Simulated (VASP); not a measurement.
# Bi (P6_3/mmc) in VASP: a series of runs

The runs below take Bi through single point, with LDA.

Program: VASP 6.6.1. These are calculated values, not measurements. Logs are shortened: lines on timing, memory, paths and dates and some standing lists are left out, and cuts for length are marked.

## Step 1: The cell of the first run

Symmetry: P6_3/mmc, No. 194, hexagonal system. The conventional cell has a = 3.293 Å, b = 3.293 Å, c = 5.171 Å, α = 90.00°, β = 90.00°, γ = 120.00°. Bi (site symmetry -6m2) has 12 Bi at 3.21 to 3.29 Å within 4.2 Å.

## Step 2: Single point, LDA

Contents of INCAR:

```
PREC = Accurate
ENCUT = 520
EDIFF = 1E-6
ISMEAR = -1
SIGMA = 0.08
LREAL = False
LASPH = True
NELM = 100
ALGO = Normal
ISIF = 2
LWAVE = False
LCHARG = False
GGA = CA
NBANDS = 22
```

Contents of KPOINTS:

```
regular mesh
0
Gamma
  13 13 7
```

Contents of POSCAR:

```
Bi
1.0
    3.2925215901      0.0000000000      0.0000000000
   -1.6462607951      2.8514073395      0.0000000000
    0.0000000000      0.0000000000      5.1711831929
Bi
2
Direct
    0.3333333333      0.6666666667      0.2500000000
    0.6666666667      0.3333333333      0.7500000000
```

Potentials or basis: VASP PAW LDA potentials, release 64 (Bi_d).

The run is started by

```bash
cat potpaw_LDA.64/Bi_d/POTCAR > POTCAR
mpirun -np 1 vasp_std > vasp.out
```

OUTCAR:

```text
PREC = Accurate
   ENCUT = 520
   EDIFF = 1E-6
   ISMEAR = -1
   LREAL = False
   LASPH = True
   NELM = 100
   ISIF = 2
   GGA = CA

 ion  position               nearest neighbor table
   1  0.333  0.667  0.250-   2 3.21   2 3.21   2 3.21   2 3.21   2 3.21   2 3.21
   2  0.667  0.333  0.750-   1 3.21   1 3.21   1 3.21   1 3.21   1 3.21   1 3.21

  LATTYP: Found a hexagonal cell.
 ALAT       =     3.2925215901
 C/A-ratio  =     1.5705844446

  Lattice vectors:

 A1 = (   3.2925215901,   0.0000000000,   0.0000000000)
 A2 = (  -1.6462607951,   2.8514073395,   0.0000000000)
 A3 = (   0.0000000000,   0.0000000000,   5.1711831929)

Analysis of symmetry for initial positions (statically):
=====================================================================
 Subroutine PRICEL returns:
 Original cell was already a primitive cell.

 Routine SETGRP: Setting up the symmetry group for a
 hexagonal supercell.

 Subroutine GETGRP returns: Found 24 space group operations
 (whereof 12 operations were pure point group operations)
 out of a pool of 24 trial point group operations.

The static configuration has the point symmetry D_3d.
 The point group associated with its full space group is D_6h.

Analysis of symmetry for dynamics (positions and initial velocities):
=====================================================================
 Subroutine PRICEL returns:
 Original cell was already a primitive cell.

 Routine SETGRP: Setting up the symmetry group for a
 hexagonal supercell.

 Subroutine GETGRP returns: Found 24 space group operations
 (whereof 12 operations were pure point group operations)
 out of a pool of 24 trial point group operations.

The dynamic configuration has the point symmetry D_3d.
 The point group associated with its full space group is D_6h.

 Subroutine INISYM returns: Found 24 space group operations
 (whereof 12 operations are pure point group operations),
 and found     1 'primitive' translations

----------------------------------------------------------------------------------------

                                     Primitive cell

  volume of cell :      48.5487

  direct lattice vectors                    reciprocal lattice vectors
     3.292521590  0.000000000  0.000000000     0.303718585  0.175352007  0.000000000
    -1.646260795  2.851407340  0.000000000     0.000000000  0.350704014  0.000000000
     0.000000000  0.000000000  5.171183193     0.000000000  0.000000000  0.193379341

  length of vectors
     3.292521590  3.292521590  5.171183193     0.350704014  0.350704014  0.193379341

  position of ions in fractional coordinates (direct lattice)
     0.333333333  0.666666667  0.250000000
     0.666666667  0.333333333  0.750000000

  ion indices of the primitive-cell ions
   primitive index   ion index
                 1           1
                 2           2

----------------------------------------------------------------------------------------

 KPOINTS: regular mesh

Automatic generation of k-mesh.
 Grid dimensions read from file:
 generate k-points for:   13   13    7

 Generating k-lattice:

  Cartesian coordinates                     Fractional coordinates (reciprocal lattice)
     0.023362968  0.013488616  0.000000000     0.076923077  0.000000000  0.000000000
     0.000000000  0.026977232  0.000000000     0.000000000  0.076923077  0.000000000
     0.000000000  0.000000000  0.027625620     0.000000000  0.000000000  0.142857143

  Length of vectors
     0.026977232  0.026977232  0.027625620

  Shift w.r.t. Gamma in fractional coordinates (k-lattice)
     0.000000000  0.000000000  0.000000000

 Subroutine IBZKPT returns following result:
 ===========================================

 Found     84 irreducible k-points:

 Following reciprocal coordinates:
            Coordinates               Weight
  0.000000  0.000000  0.000000      1.000000
  0.076923 -0.000000  0.000000      6.000000
  0.153846  0.000000  0.000000      6.000000
  0.230769 -0.000000  0.000000      6.000000
  0.307692  0.000000  0.000000      6.000000
  0.384615  0.000000  0.000000      6.000000
[... 16 lines left out ...]
  0.076923 -0.000000  0.142857     12.000000
  0.153846  0.000000  0.142857     12.000000
 [... further k-points ...]
   k-points           NKPTS =     84   k-points in BZ     NKDIM =     84   number of bands    NBANDS=     22
   number of dos      NEDOS =    301   number of ions     NIONS =      2
   total plane-waves  NPLWV =  23040
   dimension x,y,z NGX =    24 NGY =   24 NGZ =   40
   dimension x,y,z NGXF=    48 NGYF=   48 NGZF=   80
   ions per type =               2
   NGX,Y,Z   is equivalent  to a cutoff of  12.12, 12.12, 12.86 a.u.
   NGXF,Y,Z  is equivalent  to a cutoff of  24.24, 24.24, 25.72 a.u.
 SYSTEM =  unknown system
   PREC   = accura    normal or accurate (medium, high low for compatibility)
   ISTART =      0    job   : 0-new  1-cont  2-samecut
   ICHARG =      2    charge: 1-file 2-atom 10-const
   ISPIN  =      1    spin polarized calculation?
   LNONCOLLINEAR =      F non collinear calculations
   LSORBIT =      F    spin-orbit coupling
   LASPH  =      T    aspherical Exc in radial PAW
   ENCUT  =  520.0 eV  38.22 Ry    6.18 a.u.   6.12  6.12  9.61*2*pi/ulx,y,z
   NELM   =    100;   NELMIN=  2; NELMDL= -5     # of ELM steps
   EDIFF  = 0.1E-05   stopping-criterion for ELM
   LREAL  =      F    real-space projection
   EDIFFG = 0.1E-04   stopping-criterion for IOM
   NSW    =      0    number of steps for IOM
   IBRION =     -1    ionic relax: 0-MD 1-quasi-New 2-CG
   NFREE  =      0    steps in history (QN), initial steepest desc. (CG)
   ISIF   =      2    stress and relaxation
   ISYM   =      2    0-nonsym 1-usesym 2-fastsym
   POTIM  = 0.5000    time-step for ionic-motion
   TEBEG  =    0.0;   TEEND  =   0.0 temperature during run
   PSTRESS=    0.0 pullay stress
   NELECT =      30.0000    total number of electrons
   NUPDOWN=      -1.0000    fix difference up-down
   EMIN   =  10.00;   EMAX   =-10.00  energy-range for DOS
   EFERMI =   0.00;   METHOD = LEGACY
   ISMEAR =    -1;   SIGMA  =   0.08  broadening in eV -4-tet -1-fermi 0-gaus
   EFERMI_NEDOS =   21; number of points for ismear=-14 and -15
   IALGO  =     38    algorithm
   IMIX   =      4    mixing-type and parameters
     AMIX     =   0.40;   BMIX     =  1.00
     AMIX_MAG =   1.60;   BMIX_MAG =  1.00
  volume/ion in A,a.u.               =      24.27       163.81
  Fermi-wavevector in a.u.,A,eV,Ry     =   1.394406  2.635046 26.454742  1.944369
  Thomas-Fermi vector in A             =   2.517958
   LORBIT       =      0    0 simple, 1 ext, 2 COOP (PROOUT), +10 PAW based schemes
   GGA     = CA    functional components
   LHFCALC =     F    Hartree Fock is set to
   AEXX    =    0.0000 exact exchange contribution
   IVDW    =     0    specifies the selected vdW correction
   LEPSILON=     F    determine dielectric tensor
   LRPA    =     F    only Hartree local field effects (RPA)
 non-spin polarized calculation
  energy-cutoff  :      520.00
  volume of cell :       48.55
 maximum number of plane-waves:      1323
   NGX = 13   NGY = 13   NGZ = 19

 number of electron      30.0000002 magnetization

 Free energy of the ion-electron system (eV)
  ---------------------------------------------------
  ext. energy  EPLUGINS =         0.00000000
  ---------------------------------------------------
  free energy    TOTEN  =        -8.39219997 eV

  energy without entropy =       -8.36969414  energy(sigma->0) =       -8.38094706

 E-fermi :  11.3124     XC(G=0): -11.7631

 val. band max:       11.2995452853   @ k =   0.4615   0.0769   0.0000
 cond. band min:      11.3611776622   @ k =   0.3077   0.2308   0.1429
 fundamental gap:      0.0616323769
 Fermi energy:        11.3124194665

 k-point     1 :       0.0000    0.0000    0.0000
  band No.  band energies     occupation
      1     -12.0807      2.00000
      2     -12.0362      2.00000
      3     -12.0051      2.00000
      4     -12.0051      2.00000
      5     -11.9802      2.00000
      6     -11.9802      2.00000
[... 14 lines left out ...]
     21      21.9414      0.00000
     22      23.0942      0.00000

 k-point     2 :       0.0769   -0.0000    0.0000
  band No.  band energies     occupation
      1     -12.0775      2.00000
      2     -12.0428      2.00000
      3     -11.9919      2.00000
      4     -11.9903      2.00000
      5     -11.9865      2.00000
      6     -11.9865      2.00000
[... 14 lines left out ...]
     21      21.5425      0.00000
     22      22.6516      0.00000

 k-point     3 :       0.1538    0.0000    0.0000
  band No.  band energies     occupation
      1     -12.0917      2.00000
      2     -12.0342      2.00000
      3     -12.0050      2.00000
      4     -12.0032      2.00000
      5     -11.9774      2.00000
      6     -11.9494      2.00000
[... 14 lines left out ...]
     21      21.0203      0.00000
     22      21.6288      0.00000

 k-point     4 :       0.2308   -0.0000    0.0000
  band No.  band energies     occupation
      1     -12.1247      2.00000
      2     -12.0333      2.00000
      3     -12.0252      2.00000
      4     -12.0115      2.00000
      5     -11.9708      2.00000
      6     -11.8916      2.00000
[... 14 lines left out ...]
     21      21.5141      0.00000
     22      21.9155      0.00000

 k-point     5 :       0.3077    0.0000    0.0000
  band No.  band energies     occupation
      1     -12.1589      2.00000
      2     -12.0663      2.00000
      3     -12.0470      2.00000
      4     -12.0068      2.00000
      5     -11.9475      2.00000
      6     -11.8500      2.00000
[... 417 lines left out ...]
 k-point    22 :       0.0000    0.0000    0.1429
  band No.  band energies     occupation
      1     -12.0771      2.00000
      2     -12.0368      2.00000
      3     -12.0286      2.00000
      4     -12.0286      2.00000
      5     -11.9864      2.00000
      6     -11.9864      2.00000
[... 14 lines left out ...]
     21      21.5956      0.00000
     22      22.7358      0.00000

 k-point    23 :       0.0769   -0.0000    0.1429
  band No.  band energies     occupation
      1     -12.0754      2.00000
      2     -12.0413      2.00000
      3     -12.0250      2.00000
      4     -12.0202      2.00000
      5     -11.9821      2.00000
      6     -11.9720      2.00000
[... 14 lines left out ...]
     21      21.5178      0.00000
     22      22.2125      0.00000

 k-point    24 :       0.1538    0.0000    0.1429
  band No.  band energies     occupation
      1     -12.0907      2.00000
      2     -12.0365      2.00000
      3     -12.0226      2.00000
      4     -12.0100      2.00000
      5     -11.9745      2.00000
      6     -11.9327      2.00000
[... 14 lines left out ...]
     21      20.8505      0.00000
     22      21.9626      0.00000

 [... further k-points ...]

------------------------ aborting loop because EDIFF is reached ----------------------------------------

  FORCE on cell =-STRESS in cart. coord.  units (eV):
  Direction    XX          YY          ZZ          XY          YZ          ZX
  --------------------------------------------------------------------------------------
  -------------------------------------------------------------------------------------
  Total        5.8321186      5.8321186      5.8277679     -0.0000000     -0.0000000      0.0000000
  in kB      192.4682553    192.4682553    192.3246757     -0.0000000     -0.0000000      0.0000000
  external PRESSURE =     192.4203955 kB  Pullay stress =       0.0000000 kB

 VOLUME and BASIS-vectors are now :
 -----------------------------------------------------------------------------
  energy-cutoff  :      520.00
  volume of cell :       48.55
      direct lattice vectors                 reciprocal lattice vectors
     3.292521590  0.000000000  0.000000000     0.303718585  0.175352007  0.000000000
    -1.646260795  2.851407340  0.000000000     0.000000000  0.350704014  0.000000000
     0.000000000  0.000000000  5.171183193     0.000000000  0.000000000  0.193379341

 POSITION                                       TOTAL-FORCE (eV/Angst)
 -----------------------------------------------------------------------------------
     -0.00000      1.90094      1.29280         0.000000      0.000000      0.000000
      1.64626      0.95047      3.87839        -0.000000     -0.000000      0.000000
 -----------------------------------------------------------------------------------
    total drift:                               -0.000000      0.000000      0.000000

  FREE ENERGIE OF THE ION-ELECTRON SYSTEM (eV)
  ---------------------------------------------------
  free  energy   TOTEN  =        -8.3921999694 eV

  energy  without entropy=       -8.3696941434  energy(sigma->0) =       -8.38094706
```

Wall time 45 s (1 thread of AMD EPYC 7R43 (Zen 3), shared host); peak memory 0.15 GiB.

What came out:

- Free energy: -8.3922 eV
- Pressure: 19.2 GPa
- Band gap on the k mesh: zero (band 15 reaches 16.04 eV, above the bottom of band 16 at 8.20 eV)

Levels at points of the mesh, in eV from the Fermi level:
```tsv
k point	band 11	band 12	band 13	band 14	band 15	band 16	band 17	band 18	band 19	band 20
(0.00, 0.00, 0.00)	-15.71	-10.92	-6.91	3.89	3.89	6.23	6.23	7.64	7.67	8.04
```

Caveat: spin-orbit coupling is left out, which moves the levels of the heavy elements.

## Step 3: Single point, LDA

Contents of INCAR:

```
SYSTEM = Bi
PREC = Accurate
ENCUT = 520
EDIFF = 1E-6
ISMEAR = -1
SIGMA = 0.08
LREAL = .FALSE.
LASPH = .TRUE.
NELM = 100
ALGO = Normal
ISIF = 2
LWAVE = .FALSE.
LCHARG = .TRUE.
LELF = .TRUE.
LVHAR = .TRUE.
NBANDS = 22
```

Contents of KPOINTS:

```
regular mesh
0
G
  13 13 7
  0 0 0
```

Contents of POSCAR:

```
Bi
1.0
    3.2927677059      0.0000000000      0.0000000000
   -1.6463838530      2.8516204820      0.0000000000
    0.0000000000      0.0000000000      5.1718558544
Bi
2
Direct
    0.3333333333      0.6666666667      0.2500000000
    0.6666666667      0.3333333333      0.7500000000
```

Potentials or basis: VASP PAW LDA potentials, release 64 (Bi_d).

The run is started by

```bash
cat potpaw_LDA.64/Bi_d/POTCAR > POTCAR
mpirun -np 1 vasp_std > vasp.out
```

It took 53 s on 1 thread of AMD EPYC 7R43 (Zen 3), shared host; peak memory 0.15 GiB.

Results (log left out):

```
Free energy            : -8.3938 eV
Pressure               : 19.2 GPa
Band gap on the k mesh : zero (band 15 reaches 16.04 eV, above the bottom of band 16 at 8.20 eV)
```

Levels at points of the mesh, in eV from the Fermi level:
```csv
k point,band 12,band 13,band 14,band 15,band 16,band 17,band 18,band 19
"(0.00, 0.00, 0.00)",-10.92,-6.91,3.89,3.89,6.23,6.23,7.64,7.67
```

Caveat: spin-orbit coupling is left out, which moves the levels of the heavy elements.
